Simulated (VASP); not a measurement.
A run of VASP 6.6.1 is set up as follows.

File INCAR:

```
PREC = Accurate
ENCUT = 600
EDIFF = 1E-6
ISMEAR = -1
SIGMA = 0.05
LREAL = False
LASPH = True
NELM = 150
ALGO = Normal
ISIF = 3
LWAVE = False
LCHARG = False
LMAXMIX = 4
LDAU = True
LDAUTYPE = 2
LDAUL = -1 2 -1
LDAUU = 0 5 0
LDAUJ = 0 0 0
LDAUPRINT = 1
GGA = PE
IBRION = 2
NSW = 60
EDIFFG = -0.01
```

The input KPOINTS:

```
Automatic mesh
0
Gamma
  7 7 7
```

The input POSCAR:

```
BaTiO3
1.0
    3.9998000000      0.0000000000      0.0000000000
    0.0000000000      3.9998000000      0.0000000000
    0.0000000000      0.0000000000      4.0180000000
Ba Ti O
1 1 3
Direct
    0.0000000000      0.0000000000      0.0000000000
    0.5000000000      0.5000000000      0.4900000000
    0.0000000000      0.5000000000      0.5170000000
    0.5000000000      0.0000000000      0.5170000000
    0.5000000000      0.5000000000      0.0190000000
```

Potentials or basis: VASP PAW PBE potentials, release 64 (Ba_sv, Ti_sv, O).

Run with:

```console
$ cat potpaw_PBE.64/Ba_sv/POTCAR potpaw_PBE.64/Ti_sv/POTCAR potpaw_PBE.64/O/POTCAR > POTCAR
$ mpirun -np 1 vasp_std > vasp.out
```

Task: What does it give for the relaxed cell?

Result: a = 4.061 Å, b = 4.061 Å, c = 4.063 Å, α = 90.00°, β = 90.00°, γ = 90.00°.

Task: Predict the relaxed volume.

Result: 13.40 Å³/atom.

Stress tensor (GPa, compression positive):
```
 0.01  0.00  0.00
 0.00  0.01  0.00
 0.00  0.00 -0.07
```

 Zero-point motion and thermal expansion aren't in these numbers.
